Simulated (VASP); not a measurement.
# NiO (R-3m) in VASP: single point with PBE+U

Aim: the single point of NiO with PBE+U.

Program: VASP 6.6.1. These are calculated values, not measurements. Logs are shortened: lines on timing, memory, paths and dates and some standing lists are left out, and cuts for length are marked.

**1. The cell of the first run**

The typed cell holds 4 atoms: a = 5.177 Å, b = 5.177 Å, c = 5.177 Å, α = 33.62°, β = 33.62°, γ = 33.62°.

**2. Single point, PBE+U, collinear spin, antiferromagnetic start**

The input, INCAR:

```
SYSTEM = NiO
PREC = Accurate
ENCUT = 700
EDIFF = 1E-6
ISMEAR = 0
SIGMA = 0.01
LREAL = .False.
LASPH = .True.
NELM = 200
ALGO = Normal
ISIF = 2
LWAVE = .False.
LCHARG = .True.
ISPIN = 2
MAGMOM = 2 -2 0 0
LORBIT = 11
LMAXMIX = 4
LDAU = .True.
LDAUTYPE = 2
LDAUL = 2 -1
LDAUU = 4 0
LDAUJ = 0 0
LDAUPRINT = 1
GGA = PE
LELF = .True.
LVHAR = .True.
NBANDS = 36
GGA_COMPAT = .False.
```

The input, KPOINTS:

```
Automatic mesh
0
Gamma
  6 6 6
  0 0 0
```

The input, POSCAR:

```
NiO
1.0
    2.1116078139      2.1116078139      4.2287262903
    4.2287262903      2.1116078139      2.1116078139
    2.1116078139      4.2287262903      2.1116078139
Ni O
2 2
Direct
    0.0000000000      0.0000000000      0.0000000000
    0.5000000000      0.5000000000      0.5000000000
    0.2500000000      0.2500000000      0.2500000000
    0.7500000000      0.7500000000      0.7500000000
```

Potentials or basis: VASP PAW PBE potentials, release 64 (Ni_sv_GW, O).

The run is started by

```sh
$ cat potpaw_PBE.64/Ni_sv_GW/POTCAR potpaw_PBE.64/O/POTCAR > POTCAR
$ mpirun -np 1 vasp_std > vasp.out
```

OUTCAR:

```text
SYSTEM = NiO
   PREC = Accurate
   ENCUT = 700
   EDIFF = 1E-6
   ISMEAR = 0
   LREAL = .False.
   LASPH = .True.
   NELM = 200
   ISIF = 2
   ISPIN = 2
   LORBIT = 11
   GGA = PE

 ion  position               nearest neighbor table
   1  0.000  0.000  0.000-   4 2.12   4 2.12   3 2.12   3 2.12   4 2.12   3 2.12
   2  0.500  0.500  0.500-   3 2.12   3 2.12   4 2.12   4 2.12   3 2.12   4 2.12
   3  0.250  0.250  0.250-   1 2.12   1 2.12   2 2.12   2 2.12   1 2.12   2 2.12
   4  0.750  0.750  0.750-   2 2.12   2 2.12   1 2.12   1 2.12   2 2.12   1 2.12

  LATTYP: Found a trigonal (rhomboedric) cell.
 ALAT       =     5.1768620957
 COS(alpha) =     0.8327534637

  Lattice vectors:

 A1 = (   2.1116078139,   2.1116078139,   4.2287262903)
 A2 = (   4.2287262903,   2.1116078139,   2.1116078139)
 A3 = (   2.1116078139,   4.2287262903,   2.1116078139)

Analysis of symmetry for initial positions (statically):
=====================================================================
 Subroutine PRICEL returns following result:

  LATTYP: Found a trigonal (rhomboedric) cell.
 ALAT       =     2.9901623051
 COS(alpha) =     0.4986964271
[... 12 lines left out ...]
 Subroutine GETGRP returns: Found 12 space group operations
 (whereof 12 operations were pure point group operations)
 out of a pool of 12 trial point group operations.

The static configuration has the point symmetry D_3d.

Analysis of symmetry for dynamics (positions and initial velocities):
=====================================================================
 Subroutine PRICEL returns following result:

  LATTYP: Found a trigonal (rhomboedric) cell.
 ALAT       =     2.9901623051
[... 242 lines left out ...]
  o =  0.1349  v = -0.0003  0.0001 -0.9994  0.0001  0.0350  0.0000  0.0000  0.0000  0.0000  0.0000      0.0000  0.0000  0.0000  0.0000  0.0000  0.0000  0.0000  0.0000  0.0000  0.0000
  o =  0.1349  v =  0.0000  0.0002  0.0350 -0.0002  0.9994  0.0000  0.0000  0.0000  0.0000  0.0000      0.0000  0.0000  0.0000  0.0000  0.0000  0.0000  0.0000  0.0000  0.0000  0.0000
  o =  0.9253  v = -0.4371  0.8158  0.0002 -0.3787 -0.0003  0.0000  0.0000  0.0000  0.0000  0.0000      0.0000  0.0000  0.0000  0.0000  0.0000  0.0000  0.0000  0.0000  0.0000  0.0000
  o =  0.9253  v =  0.6896  0.0337 -0.0003 -0.7234 -0.0002  0.0000  0.0000  0.0000  0.0000  0.0000      0.0000  0.0000  0.0000  0.0000  0.0000  0.0000  0.0000  0.0000  0.0000  0.0000
  o =  0.9253  v = -0.5774 -0.5774  0.0000 -0.5774 -0.0000  0.0000  0.0000  0.0000  0.0000  0.0000      0.0000  0.0000  0.0000  0.0000  0.0000  0.0000  0.0000  0.0000  0.0000  0.0000
  o =  0.9338  v =  0.0000  0.0000  0.0000  0.0000  0.0000 -0.5774 -0.5774  0.0000 -0.5774  0.0000      0.0000  0.0000  0.0000  0.0000  0.0000  0.0000  0.0000  0.0000  0.0000  0.0000
  o =  0.9338  v =  0.0000  0.0000  0.0000  0.0000  0.0000 -0.4209 -0.3955  0.0000  0.8164  0.0000      0.0000  0.0000  0.0000  0.0000  0.0000  0.0000  0.0000  0.0000  0.0000  0.0000
  o =  0.9338  v =  0.0000  0.0000  0.0000  0.0000  0.0000  0.6997 -0.7143 -0.0000  0.0147  0.0000      0.0000  0.0000  0.0000  0.0000  0.0000  0.0000  0.0000  0.0000  0.0000  0.0000
  o =  0.9585  v =  0.0000  0.0000  0.0000  0.0000  0.0000  0.0000 -0.0000  0.2390  0.0000 -0.9710      0.0000  0.0000  0.0000  0.0000  0.0000  0.0000  0.0000  0.0000  0.0000  0.0000
  o =  0.9585  v =  0.0000  0.0000  0.0000  0.0000  0.0000 -0.0000  0.0000 -0.9710  0.0000 -0.2390      0.0000  0.0000  0.0000  0.0000  0.0000  0.0000  0.0000  0.0000  0.0000  0.0000

 number of electron      47.9999998 magnetization      -0.0000000

 Free energy of the ion-electron system (eV)
  ---------------------------------------------------
  ext. energy  EPLUGINS =         0.00000000
  ---------------------------------------------------
  free energy    TOTEN  =       -22.11688295 eV

  energy without entropy =      -22.11688295  energy(sigma->0) =      -22.11688295

 E-fermi :   5.4491     XC(G=0): -12.7815

 val. band max:        5.2731721732   @ k =   0.5000   0.5000   0.5000
 cond. band min:       8.0029798138   @ k =   0.0000   0.0000   0.0000
 fundamental gap:      2.7298076406
 Fermi energy:         5.4490920446

 spin component 1

 k-point     1 :       0.0000    0.0000    0.0000
  band No.  band energies     occupation
      1     -98.1054      1.00000
      2     -95.9579      1.00000
      3     -58.4942      1.00000
      4     -58.4840      1.00000
      5     -58.4840      1.00000
      6     -56.4008      1.00000
[... 1865 lines left out ...]
     35      23.7085      0.00000
     36      26.9403      0.00000

 [... further k-points ...]
[... 5 lines left out ...]
  --------------------------------------------------------------------------------------
  -------------------------------------------------------------------------------------
  Total       -0.4045234     -0.4045234     -0.4045234     -0.0058811     -0.0058811     -0.0058811
  in kB      -17.1083205    -17.1083205    -17.1083205     -0.2487249     -0.2487249     -0.2487249
  external PRESSURE =     -17.1083205 kB  Pullay stress =       0.0000000 kB

 VOLUME and BASIS-vectors are now :
 -----------------------------------------------------------------------------
  energy-cutoff  :      700.00
  volume of cell :       37.88
      direct lattice vectors                 reciprocal lattice vectors
     2.111607814  2.111607814  4.228726290    -0.118008039 -0.118008039  0.354332083
     4.228726290  2.111607814  2.111607814     0.354332083 -0.118008039 -0.118008039
     2.111607814  4.228726290  2.111607814    -0.118008039  0.354332083 -0.118008039

 POSITION                                       TOTAL-FORCE (eV/Angst)
 -----------------------------------------------------------------------------------
      0.00000      0.00000      0.00000         0.000000     -0.000000     -0.000000
      4.22597      4.22597      4.22597         0.000000     -0.000000     -0.000000
      2.11299      2.11299      2.11299         0.000000      0.000000      0.000000
      6.33896      6.33896      6.33896        -0.000000     -0.000000      0.000000
 -----------------------------------------------------------------------------------
    total drift:                               -0.000000     -0.000000      0.000000

  FREE ENERGIE OF THE ION-ELECTRON SYSTEM (eV)
  ---------------------------------------------------
  free  energy   TOTEN  =       -22.1168829534 eV

  energy  without entropy=      -22.1168829534  energy(sigma->0) =      -22.11688295

 total charge

# of ion       s       p       d       f       tot
--------------------------------------------------
    1        2.152   6.205   7.738   0.009  16.104
    2        2.152   6.205   7.738   0.009  16.104
    3        1.549   3.450   0.000   0.000   4.999
    4        1.549   3.450   0.000   0.000   4.999
--------------------------------------------------
tot          7.402  19.311  15.476   0.017  42.206

 magnetization (x)

# of ion       s       p       d       f       tot
--------------------------------------------------
    1       -0.000  -0.003   1.670   0.001   1.668
    2        0.000   0.003  -1.670  -0.001  -1.668
    3        0.000   0.000   0.000   0.000   0.000
    4        0.000   0.000   0.000   0.000   0.000
--------------------------------------------------
tot          0.000   0.000   0.000   0.000   0.000
```

OSZICAR:

```text
N       E                     dE             d eps       ncg     rms          rms(c)
DAV:   1     0.812664338508E+03    0.81266E+03   -0.29838E+04  7540   0.552E+03
DAV:   2     0.555557064243E+02   -0.75711E+03   -0.71073E+03  8080   0.129E+03
DAV:   3    -0.249104471113E+02   -0.80466E+02   -0.77652E+02  9212   0.526E+02
DAV:   4    -0.279887989380E+02   -0.30784E+01   -0.30632E+01  8856   0.824E+01
DAV:   5    -0.280526525002E+02   -0.63854E-01   -0.63800E-01  7768   0.886E+00    0.230E+01
DAV:   6    -0.245173967212E+02    0.35353E+01   -0.60471E+01  7672   0.432E+02    0.190E+01
DAV:   7    -0.215229523506E+02    0.29944E+01   -0.14861E+01  7544   0.314E+02    0.529E+00
DAV:   8    -0.220368945634E+02   -0.51394E+00   -0.16787E+00  8920   0.281E+01    0.327E+00
DAV:   9    -0.221261952540E+02   -0.89301E-01   -0.20362E-01  8704   0.467E+01    0.157E+00
DAV:  10    -0.221169101976E+02    0.92851E-02   -0.74325E-02  9056   0.915E+00    0.482E-01
DAV:  11    -0.221152946265E+02    0.16156E-02   -0.93288E-03  8232   0.492E+00    0.197E-01
DAV:  12    -0.221168542049E+02   -0.15596E-02   -0.13633E-03  8936   0.155E+00    0.102E-01
DAV:  13    -0.221168625820E+02   -0.83772E-05   -0.68968E-04  8480   0.956E-01    0.622E-02
DAV:  14    -0.221168829579E+02   -0.20376E-04   -0.57878E-05  9080   0.445E-01    0.223E-02
DAV:  15    -0.221168825325E+02    0.42543E-06   -0.14298E-05  7200   0.153E-01    0.918E-03
DAV:  16    -0.221168829534E+02   -0.42091E-06   -0.59867E-07  3240   0.896E-02
   1 F= -.22116883E+02 E0= -.22116883E+02  d E =-.205506-138  mag=    -0.0000
```

It took 4.4 min on 1 thread of Intel Xeon 6975P-C (Granite Rapids), shared host; peak memory 0.47 GiB.

What came out:

```yaml
Free_energy: -22.1169 eV
Pressure: -1.7 GPa
Band_gap_on_the_k_mesh: 2.73 eV
Net_moment: 0.00 μB per cell
Site_moments: Ni +1.67, -1.67; O +0.00 μB
Valence_electrons_inside_the_program's_atomic_spheres: Ni 16.10; O 5.00
```

Eigenvalues of the final occupation matrices:
```tsv
site	spin	trace	eigenvalues
site 1 d	1	4.72	0.93 0.93 0.93 0.96 0.96
site 1 d	2	3.05	0.13 0.13 0.93 0.93 0.93
site 2 d	1	3.05	0.13 0.13 0.93 0.93 0.93
site 2 d	2	4.72	0.93 0.93 0.93 0.96 0.96
```
